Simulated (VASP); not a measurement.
Runs of VASP 6.6.1 on Au. The structure is that of space group P-3m1 (No. 164), or close to it. The cells are those of the table. 

| cell | gap on the mesh (eV) | pressure (GPa) | largest force (eV/Å) |
| --- | --- | --- | --- |
| a = 2.893, b = 2.893, c = 14.922 Å, angles 90.0, 90.0, 60.0°, 6 atoms | none | 3.7 | 0.80 |
| a = 2.893, b = 2.893, c = 15.672 Å, angles 90.0, 90.0, 60.0°, 6 atoms | none | 3.4 | 0.57 |
| a = 2.893, b = 2.893, c = 13.872 Å, angles 90.0, 90.0, 60.0°, 6 atoms | none | (a) | 2.38 |
| a = 2.893, b = 2.893, c = 20.172 Å, angles 90.0, 90.0, 60.0°, 6 atoms | none | - | 0.42 |
| a = 2.893, b = 2.893, c = 15.172 Å, angles 90.0, 90.0, 60.0°, 6 atoms | none | 3.5 | 0.71 |

Alike in all rows: task single point; level PBE; potentials or basis VASP PAW PBE potentials, release 64 (Au); no spin polarisation; k mesh 18 × 18 × 4; cutoff (eV) 520; smearing gaussian 0.15 eV.

Question: Fill in the values left out.

Answer: (a) 13.6.

Caveats: spin-orbit coupling is left out, which moves the levels of the heavy elements; the cell stands under pressure (at least some runs); forces of over 1 eV/Å act on the atoms, so gaps and moduli don't describe the material at rest (at least some runs); there is no dipole correction, which matters where the two faces differ (at least some runs).

A k mesh can miss the band edges, and the runs leave out spin-orbit coupling on Au.

A gap of «none» marks levels without a gap at the run's occupations.
